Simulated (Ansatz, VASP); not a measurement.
Eu: VASP beside Ansatz

```
CELL_PARAMETERS angstrom
3.92867 0.00000 0.00000
-1.96433 3.40233 0.00000
0.00000 0.00000 6.30232
ATOMIC_POSITIONS crystal
Eu 0.33333 0.66667 0.25000
Eu 0.66667 0.33333 0.75000
```

Alike in both runs: functional PBE; k mesh 12 × 12 × 7; occupations fermi-dirac, width 0.1 eV; collinear spin.

Ansatz relaxed the structure, and its values are those at the end. VASP's run is a single point on that final structure, the one shown.

```csv
,VASP,Ansatz
version,VASP 6.6.1,Ansatz 0.2.0
potentials or method,"VASP PAW PBE potentials, release 64 (Eu)","PAW with Ansatz's default frozen-core files, scalar-relativistic"
plane-wave cutoff (eV),520,420
valence electrons in the cell,34,34
```

Ansatz gave:

```
pressure (GPa)                                                : 0.0
net moment per atom (μB)                                      : 7.54
size of the moment on the site where the two differ most (μB) : 7.18
```

Problem. What did VASP give for the same quantities?

Solution. Pressure (GPa): -0.2; net moment per atom (μB): 7.53; size of the moment on the site where the two differ most (μB): 6.72.

Site moments also hang on the region over which each program counts them.

Neither program's run includes spin-orbit coupling.
